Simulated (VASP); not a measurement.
# TiAl (P-6m2) in VASP: notebook, part 2 of 3

VASP 6.6.1. The steps go on from the part before.

## 3. Single point, PBEsol (strain -0.080 along x and y, -0.040 along z)

Contents of INCAR:

```
SYSTEM = TiAl
  PREC = Accurate
  ENCUT = 520
  EDIFF = 1E-6
  ISMEAR = 0
  SIGMA = 0.15
  LREAL = .False.
  LASPH = .True.
  NELM = 60
  ALGO = Fast
  ISIF = 2
  LWAVE = .False.
  LCHARG = .False.
  GGA = PS
  NBANDS = 14
```

Contents of KPOINTS:

```
regular mesh
0
Gamma
  24 24 14
  0 0 0
```

Contents of POSCAR:

```
TiAl
1.0
    2.6199955819      0.0000000000      0.0000000000
   -1.3099977909      2.2689827318      0.0000000000
    0.0000000000      0.0000000000      4.4351469498
Ti Al
1 1
Direct
    0.0000000000      0.0000000000      0.0000000000
    0.3333333333      0.6666666667      0.5000000000
```

Potentials or basis: VASP PAW PBE potentials, release 64 (Ti_sv, Al).

On the command line:

```sh
> cat potpaw_PBE.64/Ti_sv/POTCAR potpaw_PBE.64/Al/POTCAR > POTCAR
> mpirun -np 1 vasp_std > vasp.out
```

It took 2.5 min on 1 thread of Intel Xeon 6975P-C (Granite Rapids), shared host; peak memory 0.29 GiB.

Results (log left out):

```
Free energy            : -12.4009 eV
Pressure               : 33.0 GPa
Band gap on the k mesh : zero (an odd number of electrons rules out a gap without spin polarisation)
```

Stress tensor (GPa, compression positive):
```
34.68  0.00  0.00
 0.00 34.68  0.00
 0.00  0.00 29.55
```

Levels at points of the mesh, in eV from the Fermi level:
```csv
k point,band 5,band 6,band 7,band 8,band 9,band 10
"(0.00, 0.00, 0.00)",-10.28,-2.76,-2.29,1.51,1.51,3.67
"(0.50, 0.00, 0.00)",-4.38,-2.79,-2.31,-1.60,2.68,4.52
"(0.00, 0.00, 0.50)",-9.22,-5.92,-0.98,1.51,1.51,3.59
"(0.50, 0.00, 0.50)",-4.43,-2.71,-2.44,0.91,1.13,2.49
```

Caveat: the cell differs from its parent crystal (strain -0.080 along x and y, -0.040 along z); the stress differs along the axes, from 30 to 35 GPa; the PAW data sets were made with another functional, which shifts forces and pressure a little.

## 4. Single point, PBEsol (strain -0.080 along x and y, +0.000 along z)

Contents of INCAR:

```
PREC = Accurate ; ENCUT = 520
EDIFF = 1E-6 ; ISMEAR = 0
SIGMA = 0.15 ; LREAL = F
LASPH = T ; NELM = 60
ALGO = Fast ; ISIF = 2
LWAVE = F ; LCHARG = F
GGA = PS ; NBANDS = 14
```

Contents of KPOINTS:

```
regular mesh
0
Gamma
  24 24 14
```

POSCAR: that of step 3 with these lines changed.

```diff
@@ -4,3 +4,3 @@
    -1.3099977909      2.2689827318      0.0000000000
-    0.0000000000      0.0000000000      4.4351469498
+    0.0000000000      0.0000000000      4.6199447394
 Ti Al
```

Potentials or basis: VASP PAW PBE potentials, release 64 (Ti_sv, Al).

On the command line:

```sh
> cat potpaw_PBE.64/Ti_sv/POTCAR potpaw_PBE.64/Al/POTCAR > POTCAR
> mpirun -np 1 vasp_std > vasp.out
```

OUTCAR:

```text
PREC = Accurate
   ENCUT = 520
   EDIFF = 1E-6
   ISMEAR = 0
   LREAL = F
   LASPH = T
   NELM = 60
   ISIF = 2
   GGA = PS

 ion  position               nearest neighbor table
   1  0.000  0.000  0.000-   2 2.76   2 2.76   2 2.76   2 2.76   2 2.76   2 2.76
   2  0.333  0.667  0.500-   1 2.76   1 2.76   1 2.76   1 2.76   1 2.76   1 2.76

  LATTYP: Found a hexagonal cell.
 ALAT       =     2.6199955819
 C/A-ratio  =     1.7633406603

  Lattice vectors:

 A1 = (   2.6199955819,   0.0000000000,   0.0000000000)
 A2 = (  -1.3099977909,   2.2689827318,   0.0000000000)
 A3 = (   0.0000000000,   0.0000000000,   4.6199447394)

Analysis of symmetry for initial positions (statically):
=====================================================================
 Subroutine PRICEL returns:
 Original cell was already a primitive cell.

 Routine SETGRP: Setting up the symmetry group for a
 hexagonal supercell.

 Subroutine GETGRP returns: Found 12 space group operations
 (whereof 12 operations were pure point group operations)
 out of a pool of 24 trial point group operations.

The static configuration has the point symmetry D_3h.

Analysis of symmetry for dynamics (positions and initial velocities):
=====================================================================
 Subroutine PRICEL returns:
 Original cell was already a primitive cell.

 Routine SETGRP: Setting up the symmetry group for a
 hexagonal supercell.

 Subroutine GETGRP returns: Found 12 space group operations
 (whereof 12 operations were pure point group operations)
 out of a pool of 24 trial point group operations.

The dynamic configuration has the point symmetry D_3h.

 Subroutine INISYM returns: Found 12 space group operations
 (whereof 12 operations are pure point group operations),
 and found     1 'primitive' translations

----------------------------------------------------------------------------------------

                                     Primitive cell

  volume of cell :      27.4643

  direct lattice vectors                    reciprocal lattice vectors
     2.619995582  0.000000000  0.000000000     0.381680033  0.220363070  0.000000000
    -1.309997791  2.268982732  0.000000000     0.000000000  0.440726140  0.000000000
     0.000000000  0.000000000  4.619944739     0.000000000  0.000000000  0.216452805

  length of vectors
     2.619995582  2.619995582  4.619944739     0.440726140  0.440726140  0.216452805

  position of ions in fractional coordinates (direct lattice)
     0.000000000  0.000000000  0.000000000
     0.333333333  0.666666667  0.500000000

  ion indices of the primitive-cell ions
   primitive index   ion index
                 1           1
                 2           2

----------------------------------------------------------------------------------------

 KPOINTS: regular mesh

Automatic generation of k-mesh.
 Grid dimensions read from file:
 generate k-points for:   24   24   14

 Generating k-lattice:

[... 41 lines left out ...]
  0.458333  0.041667  0.000000     12.000000
 [... further k-points ...]
   k-points           NKPTS =    488   k-points in BZ     NKDIM =    488   number of bands    NBANDS=     14
   number of dos      NEDOS =    301   number of ions     NIONS =      2
   total plane-waves  NPLWV =  14400
   dimension x,y,z NGX =    20 NGY =   20 NGZ =   36
   dimension x,y,z NGXF=    40 NGYF=   40 NGZF=   72
   ions per type =               1   1
   NGX,Y,Z   is equivalent  to a cutoff of  12.69, 12.69, 12.95 a.u.
   NGXF,Y,Z  is equivalent  to a cutoff of  25.38, 25.38, 25.91 a.u.
 SYSTEM =  unknown system
   PREC   = accura    normal or accurate (medium, high low for compatibility)
   ISTART =      0    job   : 0-new  1-cont  2-samecut
   ICHARG =      2    charge: 1-file 2-atom 10-const
   ISPIN  =      1    spin polarized calculation?
   LNONCOLLINEAR =      F non collinear calculations
   LSORBIT =      F    spin-orbit coupling
   LASPH  =      T    aspherical Exc in radial PAW
   ENCUT  =  520.0 eV  38.22 Ry    6.18 a.u.   4.87  4.87  8.59*2*pi/ulx,y,z
   NELM   =     60;   NELMIN=  2; NELMDL= -5     # of ELM steps
   EDIFF  = 0.1E-05   stopping-criterion for ELM
   LREAL  =      F    real-space projection
   EDIFFG = 0.1E-04   stopping-criterion for IOM
   NSW    =      0    number of steps for IOM
   IBRION =     -1    ionic relax: 0-MD 1-quasi-New 2-CG
   NFREE  =      0    steps in history (QN), initial steepest desc. (CG)
   ISIF   =      2    stress and relaxation
   ISYM   =      2    0-nonsym 1-usesym 2-fastsym
   POTIM  = 0.5000    time-step for ionic-motion
   TEBEG  =    0.0;   TEEND  =   0.0 temperature during run
   PSTRESS=    0.0 pullay stress
   NELECT =      15.0000    total number of electrons
   NUPDOWN=      -1.0000    fix difference up-down
   EMIN   =  10.00;   EMAX   =-10.00  energy-range for DOS
   EFERMI =   0.00;   METHOD = LEGACY
   ISMEAR =     0;   SIGMA  =   0.15  broadening in eV -4-tet -1-fermi 0-gaus
   EFERMI_NEDOS =   21; number of points for ismear=-14 and -15
   IALGO  =     68    algorithm
   IMIX   =      4    mixing-type and parameters
     AMIX     =   0.40;   BMIX     =  1.00
     AMIX_MAG =   1.60;   BMIX_MAG =  1.00
  volume/ion in A,a.u.               =      13.73        92.67
  Fermi-wavevector in a.u.,A,eV,Ry     =   1.338184  2.528801 24.364438  1.790736
  Thomas-Fermi vector in A             =   2.466674
   LORBIT       =      0    0 simple, 1 ext, 2 COOP (PROOUT), +10 PAW based schemes
   GGA     = PS    functional components
   LHFCALC =     F    Hartree Fock is set to
   AEXX    =    0.0000 exact exchange contribution
   IVDW    =     0    specifies the selected vdW correction
   LEPSILON=     F    determine dielectric tensor
   LRPA    =     F    only Hartree local field effects (RPA)
 non-spin polarized calculation
 RMM-DIIS sequential band-by-band and
 Gauss-broadening in eV      SIGMA  =   0.15
  energy-cutoff  :      520.00
  volume of cell :       27.46
 maximum number of plane-waves:       756
 NGX is ok and might be reduce to    20
   NGX =  9   NGY =  9   NGZ = 17

 number of electron      15.0000007 magnetization

 Free energy of the ion-electron system (eV)
  ---------------------------------------------------
  ext. energy  EPLUGINS =         0.00000000
  ---------------------------------------------------
  free energy    TOTEN  =       -12.54279830 eV

  energy without entropy =      -12.52171545  energy(sigma->0) =      -12.53225687

 E-fermi :  10.0672     XC(G=0): -11.8756

 val. band max:       10.0670976372   @ k =   0.2500   0.2083   0.3571
 cond. band min:      10.0677372222   @ k =   0.2083   0.1667   0.2857
 fundamental gap:      0.0006395850
 Fermi energy:        10.0671554947

 k-point     1 :       0.0000    0.0000    0.0000
  band No.  band energies     occupation
      1     -45.9542      2.00000
      2     -22.4103      2.00000
      3     -21.5622      2.00000
      4     -21.5622      2.00000
      5      -0.1346      2.00000
      6       7.1763      2.00000
      7       7.3832      2.00000
      8      11.5069      0.00000
      9      11.5069      0.00000
     10      13.6817      0.00000
     11      13.6817      0.00000
     12      13.7285      0.00000
     13      24.9213      0.00000
     14      24.9254      0.00000
[... 377 lines left out ...]
      1     -45.6833      2.00000
      2     -22.8630      2.00000
      3     -22.1716      2.00000
      4     -21.8690      2.00000
      5       5.7318      2.00000
      6       7.4677      2.00000
      7       7.8265      2.00000
      8       8.5006      2.00000
      9      12.5625      0.00000
     10      14.3859      0.00000
     11      14.6834      0.00000
     12      15.0889      0.00000
     13      16.5004      0.00000
     14      19.4223      0.00000

 [... further k-points ...]

------------------------ aborting loop because EDIFF is reached ----------------------------------------

  FORCE on cell =-STRESS in cart. coord.  units (eV):
  Direction    XX          YY          ZZ          XY          YZ          ZX
  --------------------------------------------------------------------------------------
  -------------------------------------------------------------------------------------
  Total        5.1807411      5.1807411      2.1238924      0.0000000     -0.0000000      0.0000000
  in kB      302.2274715    302.2274715    123.9009277      0.0000000     -0.0000000      0.0000000
  external PRESSURE =     242.7852902 kB  Pullay stress =       0.0000000 kB

 VOLUME and BASIS-vectors are now :
 -----------------------------------------------------------------------------
  energy-cutoff  :      520.00
  volume of cell :       27.46
      direct lattice vectors                 reciprocal lattice vectors
     2.619995582  0.000000000  0.000000000     0.381680033  0.220363070  0.000000000
    -1.309997791  2.268982732  0.000000000     0.000000000  0.440726140  0.000000000
     0.000000000  0.000000000  4.619944739     0.000000000  0.000000000  0.216452805

 POSITION                                       TOTAL-FORCE (eV/Angst)
 -----------------------------------------------------------------------------------
      0.00000      0.00000      0.00000        -0.000000      0.000000      0.000000
     -0.00000      1.51266      2.30997         0.000000      0.000000      0.000000
 -----------------------------------------------------------------------------------
    total drift:                               -0.000000      0.000000      0.000000

  FREE ENERGIE OF THE ION-ELECTRON SYSTEM (eV)
  ---------------------------------------------------
  free  energy   TOTEN  =       -12.5427983010 eV

  energy  without entropy=      -12.5217154477  energy(sigma->0) =      -12.53225687
```

OSZICAR:

```text
N       E                     dE             d eps       ncg     rms          rms(c)
DAV:   1     0.102892782702E+03    0.10289E+03   -0.71905E+03 13676   0.113E+03
DAV:   2    -0.785225731859E+01   -0.11075E+03   -0.10599E+03 14174   0.307E+02
DAV:   3    -0.134689506459E+02   -0.56167E+01   -0.54709E+01 20152   0.663E+01
[... 18 lines left out ...]
RMM:  22    -0.125427927369E+02   -0.35290E-05   -0.36066E-05 15758   0.232E-02    0.377E-03
RMM:  23    -0.125427948959E+02   -0.21590E-05   -0.22189E-05 16241   0.230E-02    0.163E-03
RMM:  24    -0.125427964886E+02   -0.15928E-05   -0.17472E-05 15487   0.180E-02    0.202E-03
RMM:  25    -0.125427975105E+02   -0.10219E-05   -0.10957E-05 13552   0.143E-02    0.186E-03
RMM:  26    -0.125427983010E+02   -0.79045E-06   -0.85210E-06 12314   0.120E-02
   1 F= -.12542798E+02 E0= -.12532257E+02  d E =-.210829E-01
```

It took 2.3 min on 1 thread of Intel Xeon 6975P-C (Granite Rapids), shared host; peak memory 0.3 GiB.

Results:

* Free energy: -12.5428 eV
* Pressure: 24.3 GPa
* Band gap on the k mesh: zero (an odd number of electrons rules out a gap without spin polarisation)

Levels at points of the mesh, in eV from the Fermi level:
```
           k point  band 5  band 6  band 7  band 8  band 9  band 10
(0.00, 0.00, 0.00)  -10.20   -2.89   -2.68    1.44    1.44     3.61
(0.50, 0.00, 0.00)   -4.24   -2.74   -2.27   -1.64    2.67     4.16
(0.00, 0.00, 0.50)   -9.31   -5.97   -1.21    1.44    1.44     3.56
(0.50, 0.00, 0.50)   -4.26   -2.77   -2.44    0.79    1.08     2.53
```

Caveat: the cell differs from its parent crystal (strain -0.080 along x and y, +0.000 along z); the stress differs along the axes, from 12 to 30 GPa; the PAW data sets were made with another functional, which shifts forces and pressure a little.

(Part 2 of 3 ends here.)
